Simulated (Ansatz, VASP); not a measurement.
BN in VASP and in Ansatz

```xyz
4
Lattice="2.5539 0.0000 0.0000 -1.2770 2.2118 0.0000 0.0000 0.0000 4.2269" Properties=species:S:1:pos:R:3 pbc="T T T"
B     1.1904    0.6507    4.1391
B    -0.0866    1.3879    2.0257
N     1.2770    0.7373    2.6430
N     0.0000    1.4745    0.5295
```

Change from the starting cell: all B atoms moved -0.150 Å, as atom 1 along Cartesian [1 1 1].

Alike in both runs: task single point; functional PBE; k mesh 12 × 12 × 6; occupations gaussian, width 0.05 eV; no spin polarisation.

|  | VASP | Ansatz |
| --- | --- | --- |
| version | VASP 6.6.1 | Ansatz 0.2.0 |
| potentials or method | VASP PAW PBE potentials, release 64 (B, N), cutoff 520 eV | scalar-relativistic, plane waves, PAW |
| valence electrons in the cell | 16 | 16 |

|  | VASP | Ansatz | Ansatz less VASP |
| --- | --- | --- | --- |
| gap on the k mesh at the Fermi level (eV) | 3.41 | 3.42 | +0.015 |
| least direct gap on the mesh (eV) | 6.97 | 6.98 | +0.005 |
| pressure (GPa) | 5.1 | 4.9 | -0.18 |
| traceless stress, the component that is largest in VASP (GPa) | 2.46 | 2.47 | +0.007 |
| rms of the force components (eV/Å) | 1.782 | 1.775 | -0.0069 |

Atom by atom the forces differ by 0.007 eV/Å (rms over components).
